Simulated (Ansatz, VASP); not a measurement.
## YB in VASP and in Ansatz

```
Y B
1.0
     0.00000    2.70978    2.70978
     2.68295    0.02683    2.68295
     2.68295    2.68295    0.02683
Y B
1 1
Direct
  0.50000 0.50000 0.50000
  0.00000 0.00000 0.00000
```

Change from the starting cell: strain e4 = +0.02, atoms carried along.

Alike in both runs: task single point; functional r2SCAN; k mesh 12 × 12 × 12; occupations gaussian, width 0.05 eV; no spin polarisation.

|  | VASP | Ansatz |
| --- | --- | --- |
| version | VASP 6.6.1 | Ansatz 0.2.0 |
| potentials or method | VASP PAW PBE potentials, release 64 (Y_sv, B), cutoff 520 eV | scalar-relativistic, plane waves, PAW |
| valence electrons in the cell | 14 | 14 |

|  | VASP | Ansatz | Ansatz less VASP |
| --- | --- | --- | --- |
| gap on the k mesh at the Fermi level (eV) | none | none | - |
| pressure (GPa) | 0.0 | 0.0 | +0.03 |
| traceless stress, the component that is largest in VASP (GPa) | 0.61 | 0.59 | -0.018 |

VASP's potentials were made for PBE, not for r2SCAN. A gap of «none» marks a metal or a gap that the smearing closes.
